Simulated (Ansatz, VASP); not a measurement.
Li3SF: VASP beside Ansatz

```
F S Li
1.0
     4.56899    0.00000    0.00000
     0.00000    4.56899    0.00000
     0.00000    0.00000    4.56899
F S Li
1 1 3
Direct
  0.00000 0.00000 0.00000
  0.50000 0.50000 0.50000
  0.50000 0.50000 0.00000
  0.50000 0.00000 0.50000
  0.00000 0.50000 0.50000
```

Alike in both runs: task single point; functional r2SCAN; k mesh 6 × 6 × 6; no spin polarisation.

```csv
,VASP,Ansatz
version,VASP 6.6.1,Ansatz 0.2.0
potentials or method,"VASP PAW PBE potentials, release 64 (F, S, Li_sv)","plane waves, PAW"
plane-wave cutoff (eV),520,500
occupations,"gaussian, width 0.01 eV",fixed
valence electrons in the cell,22,22
```

```tsv
	VASP	Ansatz	Ansatz less VASP
gap on the k mesh at the Fermi level (eV)	4.41	4.39	-0.027
```

VASP's potentials were made for PBE, not for r2SCAN.

Noted on VASP's run: the cutoff is short for stress, so the pressure is rough.
